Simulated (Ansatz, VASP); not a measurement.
## One calculation of B, two programs

File INCAR:

```
PREC = Accurate
ENCUT = 520
EDIFF = 1E-6
ISMEAR = 0
SIGMA = 0.1
LREAL = Auto
LASPH = T
NELM = 100
ALGO = Normal
ISIF = 2
LWAVE = F
LCHARG = F
GGA = PE
NBANDS = 38
```

Contents of KPOINTS:

```
Automatic mesh
0
Gamma
  18 18 2
```

Contents of POSCAR:

```
B
1.0
    2.7217996392      0.0000000000      0.0000000000
   -1.3608998196      2.3571476316      0.0000000000
    0.0000000000      0.0000000000     19.2214379631
B
16
Direct
    0.3333333333      0.6666666667      0.8142086272
    0.0000000000      0.0000000000      0.6747862248
    0.6666666667      0.3333333333      0.3711358673
    0.6666666667      0.3333333333      0.5432722523
    0.0000000000      0.0000000000      0.4103244194
    0.3333333333      0.6666666667      0.0986431830
    0.0000000000      0.0000000000      0.2382564116
    0.6666666667      0.3333333333      0.9563182323
    0.6666666667      0.3333333333      0.0436817677
    0.6666666667      0.3333333333      0.6288641327
    0.3333333333      0.6666666667      0.9013568170
    0.0000000000      0.0000000000      0.3252137752
    0.0000000000      0.0000000000      0.7617435884
    0.0000000000      0.0000000000      0.5896755806
    0.3333333333      0.6666666667      0.1857913728
    0.6666666667      0.3333333333      0.4567277477
```

Input for Ansatz:

```yaml
crystal:
  lattice:
    - [2.7217996392, 0.0, 0.0]
    - [-1.3608998196, 2.3571476316, 0.0]
    - [0.0, 0.0, 19.2214379631]
  atoms:
    - { symbol: B, position: [0.3333333333, 0.6666666667, 0.8142086272] }
    - { symbol: B, position: [0.0, 0.0, 0.6747862248] }
    - { symbol: B, position: [0.6666666667, 0.3333333333, 0.3711358673] }
    - { symbol: B, position: [0.6666666667, 0.3333333333, 0.5432722523] }
    - { symbol: B, position: [0.0, 0.0, 0.4103244194] }
    - { symbol: B, position: [0.3333333333, 0.6666666667, 0.098643183] }
    - { symbol: B, position: [0.0, 0.0, 0.2382564116] }
    - { symbol: B, position: [0.6666666667, 0.3333333333, 0.9563182323] }
    - { symbol: B, position: [0.6666666667, 0.3333333333, 0.0436817677] }
    - { symbol: B, position: [0.6666666667, 0.3333333333, 0.6288641327] }
    - { symbol: B, position: [0.3333333333, 0.6666666667, 0.901356817] }
    - { symbol: B, position: [0.0, 0.0, 0.3252137752] }
    - { symbol: B, position: [0.0, 0.0, 0.7617435884] }
    - { symbol: B, position: [0.0, 0.0, 0.5896755806] }
    - { symbol: B, position: [0.3333333333, 0.6666666667, 0.1857913728] }
    - { symbol: B, position: [0.6666666667, 0.3333333333, 0.4567277477] }
basis:
  ecutwfc: 420
kpoints:
  mp_grid: { grid: [18, 18, 2] }
  band_path:
    path:
      - [[0.0, 0.0, 0.0], [0.5, 0.0, 0.0], [0.33333333, 0.33333333, 0.0], [0.0, 0.0, 0.0], [0.0, 0.0, 0.5], [0.5, 0.0, 0.5], [0.33333333, 0.33333333, 0.5], [0.0, 0.0, 0.5]]
      - [[0.5, 0.0, 0.5], [0.5, 0.0, 0.0]]
      - [[0.33333333, 0.33333333, 0.5], [0.33333333, 0.33333333, 0.0]]
    npoints: 10
hamiltonian:
  xc: pbe
scf:
  occupations: { method: gaussian, width: 0.1 }
  n_extra_bands: 40
output:
  forces: true
  stress: true
  eigenvalues: true
  populations: true
  dos: { projected: true, de: 0.02, nscf_kmesh: { grid: [22, 22, 3] } }
  bader: false
  write_density: true
  write_potential: true
  elf: true
  volumetric_format: npy
```

Alike in both runs: task single point; functional PBE; k mesh 18 × 18 × 2; occupations gaussian, width 0.1 eV; no spin polarisation.

|  | VASP | Ansatz |
| --- | --- | --- |
| version | VASP 6.6.1 | Ansatz 0.2.0 |
| potentials or method | VASP PAW PBE potentials, release 64 (B), cutoff 520 eV | scalar-relativistic, plane waves, PAW |
| valence electrons in the cell | 48 | 48 |

```tsv
	VASP	Ansatz	Ansatz less VASP
gap on the k mesh at the Fermi level (eV)	none	none	-
pressure (GPa)	0.0	0.0	-0.04
traceless stress, the component that is largest in VASP (GPa)	0.10	0.05	-0.049
rms of the force components (eV/Å)	0.007	0.001	-0.0062
```

Atom by atom the forces differ by 0.008 eV/Å (rms over components). A gap of «none» marks a metal or a gap that the smearing closes. With one functional, cell and mesh, what is left measures potentials, basis and numerics.
